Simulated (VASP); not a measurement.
# Si5C4 in VASP: further runs

The runs below take Si5C4 through single point, with PBE.

Everything below comes from runs of VASP 6.6.1. Logs are shortened: lines on timing, memory, paths and dates and some standing lists are left out, and cuts for length are marked.

## Step 1: The cell of the first run

The cell holds a slab with vacuum, 9 atoms: a = 3.092 Å, b = 5.074 Å, c = 18.969 Å, α = 90.00°, β = 90.00°, γ = 90.00°.

## Step 2: Single point, PBE, collinear spin

The input, INCAR:

```
SYSTEM = Si5C4
ALGO = Normal ; DIPOL = 0.5 0.5 0.326
EDIFF = 1E-6 ; ENCUT = 520
GGA = PE ; IDIPOL = 3
ISIF = 2 ; ISMEAR = 0
ISPIN = 2 ; LASPH = .True.
LCHARG = .True. ; LDIPOL = .True.
LELF = .True. ; LORBIT = 11
LREAL = .False. ; LVACPOTAV = .True.
LVHAR = .True. ; LWAVE = .False.
MAGMOM = 0 0 0 0 2 0 0 0 0 ; NBANDS = 32
NELM = 150 ; PREC = Accurate
SIGMA = 0.05
```

The input, KPOINTS:

```
k-points
0
Gamma
  9 5 1
  0 0 0
```

The input, POSCAR:

```
Si5C4
1.0
    3.0920147377      0.0000000000      0.0000000000
    0.0000000000      5.0738209500      0.0000000000
    0.0000000000      0.0000000000     18.9686852044
Si C
5 4
Direct
    0.0000000000      0.9954360498      0.2108738669
    0.5000000000      0.4954360498      0.2579297257
    0.5000000000      0.9936729075      0.3565277077
    0.0000000000      0.4650510040      0.3853429996
    0.3333333333      0.4571536666      0.5023898307
    0.0000000000      0.6195639502      0.2108738669
    0.5000000000      0.1195639502      0.2579297257
    0.5000000000      0.6250368441      0.3569005348
    0.0000000000      0.1238203333      0.3937376325
```

Potentials or basis: VASP PAW PBE potentials, release 64 (Si, C).

Run with:

```
$ cat potpaw_PBE.64/Si/POTCAR potpaw_PBE.64/C/POTCAR > POTCAR
$ mpirun -np 1 vasp_std > vasp.out
```

OUTCAR:

```text
SYSTEM = Si5C4
   EDIFF = 1E-6
   ENCUT = 520
   GGA = PE
   ISIF = 2
   ISMEAR = 0
   ISPIN = 2
   LASPH = .True.
   LORBIT = 11
   LREAL = .False.
   NELM = 150
   PREC = Accurate

 ion  position               nearest neighbor table
   1  0.000  0.995  0.211-   7 1.89   7 1.89   6 1.91   2 3.10   2 3.10   2 3.10   2 3.10
   2  0.500  0.495  0.258-   6 1.89   6 1.89   7 1.91   8 1.99   4 2.87   4 2.87   1 3.10   1 3.10
                             1 3.10   1 3.10   3 3.14
   3  0.500  0.994  0.357-   9 1.82   9 1.82   8 1.87   7 1.98   4 2.90   4 2.90   4 3.14   4 3.14
                             2 3.14
   4  0.000  0.465  0.385-   9 1.74   8 1.83   8 1.83   5 2.45   2 2.87   2 2.87   3 2.90   3 2.90
                             5 3.03   3 3.14   3 3.14
   5  0.333  0.457  0.502-   4 2.45   4 3.03
   6  0.000  0.620  0.211-   2 1.89   2 1.89   1 1.91
   7  0.500  0.120  0.258-   1 1.89   1 1.89   2 1.91   3 1.98
   8  0.500  0.625  0.357-   4 1.83   4 1.83   3 1.87   2 1.99
   9  0.000  0.124  0.394-   4 1.74   3 1.82   3 1.82

  LATTYP: Found a simple orthorhombic cell.
 ALAT       =     3.0920147377
 B/A-ratio  =     1.6409433267
 C/A-ratio  =     6.1347331153

  Lattice vectors:

 A1 = (   3.0920147377,   0.0000000000,   0.0000000000)
 A2 = (   0.0000000000,   5.0738209500,   0.0000000000)
 A3 = (   0.0000000000,   0.0000000000,  18.9686852044)

Analysis of symmetry for initial positions (statically):
=====================================================================
 Subroutine PRICEL returns:
 Original cell was already a primitive cell.

 Routine SETGRP: Setting up the symmetry group for a
 simple orthorhombic supercell.

 Subroutine GETGRP returns: Found  1 space group operations
 (whereof  1 operations were pure point group operations)
 out of a pool of  8 trial point group operations.

The static configuration has the point symmetry C_1 .

Analysis of symmetry for dynamics (positions and initial velocities):
=====================================================================
 Subroutine PRICEL returns:
 Original cell was already a primitive cell.

 Routine SETGRP: Setting up the symmetry group for a
 simple orthorhombic supercell.

 Subroutine GETGRP returns: Found  1 space group operations
 (whereof  1 operations were pure point group operations)
 out of a pool of  8 trial point group operations.

The dynamic configuration has the point symmetry C_1 .

Analysis of structural, dynamic, and magnetic symmetry:
=====================================================================
 Subroutine PRICEL returns:
 Original cell was already a primitive cell.

 Routine SETGRP: Setting up the symmetry group for a
 simple orthorhombic supercell.

 Subroutine GETGRP returns: Found  1 space group operations
 (whereof  1 operations were pure point group operations)
 out of a pool of  8 trial point group operations.

The overall configuration has the point symmetry C_1 .

 Subroutine INISYM returns: Found  1 space group operations
 (whereof  1 operations are pure point group operations),
 and found     1 'primitive' translations

----------------------------------------------------------------------------------------

                                     Primitive cell

  volume of cell :     297.5870

  direct lattice vectors                    reciprocal lattice vectors
     3.092014738  0.000000000  0.000000000     0.323413724  0.000000000  0.000000000
     0.000000000  5.073820950  0.000000000     0.000000000  0.197090124  0.000000000
     0.000000000  0.000000000 18.968685204     0.000000000  0.000000000  0.052718467

  length of vectors
     3.092014738  5.073820950 18.968685204     0.323413724  0.197090124  0.052718467

  position of ions in fractional coordinates (direct lattice)
     0.000000000  0.995436050  0.210873867
     0.500000000  0.495436050  0.257929726
     0.500000000  0.993672907  0.356527708
     0.000000000  0.465051004  0.385343000
     0.333333333  0.457153667  0.502389831
     0.000000000  0.619563950  0.210873867
     0.500000000  0.119563950  0.257929726
     0.500000000  0.625036844  0.356900535
     0.000000000  0.123820333  0.393737632

  ion indices of the primitive-cell ions
[... 74 lines left out ...]
   ISPIN  =      2    spin polarized calculation?
   LNONCOLLINEAR =      F non collinear calculations
   LSORBIT =      F    spin-orbit coupling
   LASPH  =      T    aspherical Exc in radial PAW
   ENCUT  =  520.0 eV  38.22 Ry    6.18 a.u.   5.75  9.43 35.27*2*pi/ulx,y,z
   NELM   =    150;   NELMIN=  2; NELMDL= -5     # of ELM steps
   EDIFF  = 0.1E-05   stopping-criterion for ELM
   LREAL  =      F    real-space projection
   EDIFFG = 0.1E-04   stopping-criterion for IOM
   NSW    =      0    number of steps for IOM
   IBRION =     -1    ionic relax: 0-MD 1-quasi-New 2-CG
   NFREE  =      0    steps in history (QN), initial steepest desc. (CG)
   ISIF   =      2    stress and relaxation
   ISYM   =      2    0-nonsym 1-usesym 2-fastsym
   POTIM  = 0.5000    time-step for ionic-motion
   TEBEG  =    0.0;   TEEND  =   0.0 temperature during run
   PSTRESS=    0.0 pullay stress
   NELECT =      36.0000    total number of electrons
   NUPDOWN=      -1.0000    fix difference up-down
   EMIN   =  10.00;   EMAX   =-10.00  energy-range for DOS
   EFERMI =   0.00;   METHOD = LEGACY
   ISMEAR =     0;   SIGMA  =   0.05  broadening in eV -4-tet -1-fermi 0-gaus
   EFERMI_NEDOS =   21; number of points for ismear=-14 and -15
   IALGO  =     38    algorithm
   IMIX   =      4    mixing-type and parameters
     AMIX     =   0.40;   BMIX     =  1.00
     AMIX_MAG =   1.60;   BMIX_MAG =  1.00
  volume/ion in A,a.u.               =      33.07       223.14
  Fermi-wavevector in a.u.,A,eV,Ry     =   0.809663  1.530041  8.919359  0.655554
  Thomas-Fermi vector in A             =   1.918696
   LORBIT       =     11    0 simple, 1 ext, 2 COOP (PROOUT), +10 PAW based schemes
   GGA     = PE    functional components
   LHFCALC =     F    Hartree Fock is set to
   AEXX    =    0.0000 exact exchange contribution
   IVDW    =     0    specifies the selected vdW correction
   LEPSILON=     F    determine dielectric tensor
   LRPA    =     F    only Hartree local field effects (RPA)
 spin polarized calculation
 Gauss-broadening in eV      SIGMA  =   0.05
  energy-cutoff  :      520.00
  volume of cell :      297.59
 maximum number of plane-waves:      8052
 NGX is ok and might be reduce to    24
   NGX = 11   NGY = 19   NGZ = 71

 dipolmoment           0.000000      0.000000      0.100110 electrons x Angstroem

 number of electron      35.9999997 magnetization       0.0002822

 number of electron      35.9999997 magnetization      -0.0001059

 dipolmoment           0.000000      0.000000     -0.041057 electrons x Angstroem

 Free energy of the ion-electron system (eV)
  ---------------------------------------------------
  ext. energy  EPLUGINS =         0.00000000
  ---------------------------------------------------
  free energy    TOTEN  =       -58.35999244 eV

  energy without entropy =      -58.35998545  energy(sigma->0) =      -58.35998895

 E-fermi :  -0.1426     XC(G=0):  -4.8639

 val. band max:       -0.2638497995   @ k =   0.2222   0.0000   0.0000
 cond. band min:      -0.0213844918   @ k =   0.4444   0.4000   0.0000
 fundamental gap:      0.2424653078
 Fermi energy:        -0.1426179763

 spin component 1

 k-point     1 :       0.0000    0.0000    0.0000
  band No.  band energies     occupation
      1     -15.9563      1.00000
      2     -13.9599      1.00000
      3     -12.4266      1.00000
      4     -10.7977      1.00000
      5      -9.6200      1.00000
      6      -8.9179      1.00000
[... 748 lines left out ...]
     29       5.9601      0.00000
     30       6.5250      0.00000
 Fermi energy:        -0.1426179763

 spin component 2

 k-point     1 :       0.0000    0.0000    0.0000
  band No.  band energies     occupation
      1     -15.9563      1.00000
      2     -13.9599      1.00000
      3     -12.4266      1.00000
      4     -10.7977      1.00000
      5      -9.6200      1.00000
      6      -8.9179      1.00000
[... 748 lines left out ...]
     29       5.9601      0.00000
     30       6.5252      0.00000
 [bands above 30 left out]

------------------------ aborting loop because EDIFF is reached ----------------------------------------

  FORCE on cell =-STRESS in cart. coord.  units (eV):
  Direction    XX          YY          ZZ          XY          YZ          ZX
  --------------------------------------------------------------------------------------
  -------------------------------------------------------------------------------------
  Total        0.0038545      0.6616889     -1.9429942     -0.5346166     -0.4538626     -0.9286239
  in kB        0.0207524      3.5624642    -10.4608786     -2.8783201     -2.4435488     -4.9996142
  external PRESSURE =      -2.2925540 kB  Pullay stress =       0.0000000 kB

 VOLUME and BASIS-vectors are now :
 -----------------------------------------------------------------------------
  energy-cutoff  :      520.00
  volume of cell :      297.59
      direct lattice vectors                 reciprocal lattice vectors
     3.092014738  0.000000000  0.000000000     0.323413724  0.000000000  0.000000000
     0.000000000  5.073820950  0.000000000     0.000000000  0.197090124  0.000000000
     0.000000000  0.000000000 18.968685204     0.000000000  0.000000000  0.052718467

 POSITION                                       TOTAL-FORCE (eV/Angst)
 -----------------------------------------------------------------------------------
      0.00000      5.05066      4.00000        -0.010028     -2.047072      1.699850
      1.54601      2.51375      4.89259         0.024832      0.818840     -2.548571
      1.54601      5.04172      6.76286        -0.074367     -0.528942     -0.260540
      0.00000      2.35959      7.30945        -0.145202      1.686915      1.593922
      1.03067      2.31952      9.52967        -0.380978     -0.458096     -0.011205
      0.00000      3.14356      4.00000        -0.030483      1.165056      1.428108
      1.54601      0.60665      4.89259         0.071462      0.239480     -0.589985
      1.54601      3.17133      6.76993         0.159450     -0.075052     -1.350429
      0.00000      0.62824      7.46869         0.385314     -0.801129      0.038849
 -----------------------------------------------------------------------------------
    total drift:                                0.000016     -0.000138      0.000097

  FREE ENERGIE OF THE ION-ELECTRON SYSTEM (eV)
  ---------------------------------------------------
  free  energy   TOTEN  =       -58.3599924445 eV

  energy  without entropy=      -58.3599854474  energy(sigma->0) =      -58.35998895

 vacuum level on the upper side and lower side of the slab         4.323         4.798

 total charge

# of ion       s       p       d       tot
------------------------------------------
    1        0.746   0.865   0.000   1.611
    2        0.712   0.924   0.000   1.637
    3        0.713   0.965   0.000   1.678
    4        0.731   1.018   0.000   1.749
    5        0.928   0.576   0.000   1.504
    6        0.856   1.530   0.000   2.386
    7        0.852   1.630   0.000   2.482
    8        0.858   1.692   0.000   2.550
    9        0.867   1.664   0.000   2.531
--------------------------------------------------
tot          7.264  10.864   0.000  18.128

 magnetization (x)

# of ion       s       p       d       tot
------------------------------------------
    1       -0.000  -0.000   0.000  -0.000
    2        0.000   0.000   0.000   0.000
    3        0.000   0.000   0.000   0.000
    4        0.000   0.000   0.000   0.000
    5        0.000  -0.000   0.000  -0.000
    6        0.000   0.000   0.000   0.000
    7       -0.000  -0.000   0.000  -0.000
    8       -0.000   0.000   0.000   0.000
    9       -0.000   0.000   0.000   0.000
--------------------------------------------------
tot         -0.000  -0.000   0.000  -0.000
```

Wall time 9.2 min (1 thread of Intel Xeon 6975P-C (Granite Rapids), shared host); peak memory 0.65 GiB.

Results:

```
Free energy                                           : -58.3600 eV
Largest force                                         : 2.677 eV/Å
Band gap on the k mesh                                : 0.24 eV (least direct gap 0.69 eV)
Net moment                                            : 0.00 μB per cell
Valence electrons inside the program's atomic spheres : Si 1.61, 1.64, 1.68, 1.75, 1.50; C 2.39, 2.48, 2.55, 2.53
```

Forces in eV/Å, atoms in the order of the input:
```
Si  -0.010 -2.047  1.700
Si   0.025  0.819 -2.549
Si  -0.074 -0.529 -0.261
Si  -0.145  1.687  1.594
Si  -0.381 -0.458 -0.011
C   -0.030  1.165  1.428
C    0.071  0.239 -0.590
C    0.159 -0.075 -1.350
C    0.385 -0.801  0.039
```

Caveat: semilocal functionals underestimate gaps, and a narrow one can read as zero.

## Step 3: Single point, PBE, collinear spin

The input, INCAR:

```
SYSTEM = Si5C4
PREC = Accurate
ENCUT = 520
EDIFF = 1E-6
ISMEAR = 0
SIGMA = 0.05
LREAL = .FALSE.
LASPH = .TRUE.
NELM = 150
ALGO = Normal
ISIF = 2
LWAVE = .FALSE.
LCHARG = .FALSE.
ISPIN = 2
MAGMOM = 0 0 0 0 2 0 0 0 0
LORBIT = 11
LDIPOL = .TRUE.
IDIPOL = 3
DIPOL = 0.5 0.5 0.325
GGA = PE
NBANDS = 32
```

The input, KPOINTS:

```
Automatic mesh
0
G
  9 5 1
  0 0 0
```

POSCAR: that of step 2 with these lines changed.

```diff
@@ -12,3 +12,3 @@
     0.0000000000      0.4650510040      0.3853429996
-    0.3333333333      0.4571536666      0.5023898307
+    0.3333333333      0.6238203333      0.4912243845
     0.0000000000      0.6195639502      0.2108738669
```

Potentials or basis: VASP PAW PBE potentials, release 64 (Si, C).

Run with:

```
$ cat potpaw_PBE.64/Si/POTCAR potpaw_PBE.64/C/POTCAR > POTCAR
$ mpirun -np 1 vasp_std > vasp.out
```

It took 14 min on 1 thread of Intel Xeon Platinum 8488C (Sapphire Rapids), shared host; peak memory 0.64 GiB.

Results (log left out):

| Property | Result |
| --- | --- |
| Free energy | -58.2654 eV |
| Largest force | 2.970 eV/Å |
| Net moment | 0.26 μB per cell |
| Site moments | Si +0.07, +0.01, +0.00, +0.03 (each value once); C -0.02, +0.00, -0.00 (each value once) μB |
| Valence electrons inside the program's atomic spheres | Si 1.62, 1.63, 1.68, 1.76, 1.52; C 2.39, 2.48, 2.55, 2.53 |

Forces on the atoms (eV/Å):
```
Si  -0.004 -1.768  1.701
Si  -0.019  0.669 -2.894
Si  -0.033 -0.051 -0.443
Si  -0.309  0.758  1.696
Si   0.037  0.520 -0.007
C   -0.056  0.933  1.587
C    0.054  0.214 -0.603
C    0.159  0.159 -0.800
C    0.172 -1.434 -0.238
```

Levels at points of the mesh, in eV from the Fermi level:
Spin up:
```csv
k point,band 14,band 15,band 16,band 17,band 18,band 19,band 20,band 21,band 22,band 23
"(0.00, 0.00, 0.00)",-2.14,-1.64,-0.82,-0.66,-0.61,0.01,1.16,2.27,3.32,3.67
```
Spin down:
```csv
k point,band 15,band 16,band 17,band 18,band 19,band 20,band 21,band 22
"(0.00, 0.00, 0.00)",-1.63,-0.80,-0.67,-0.57,0.17,1.39,2.29,3.37
```
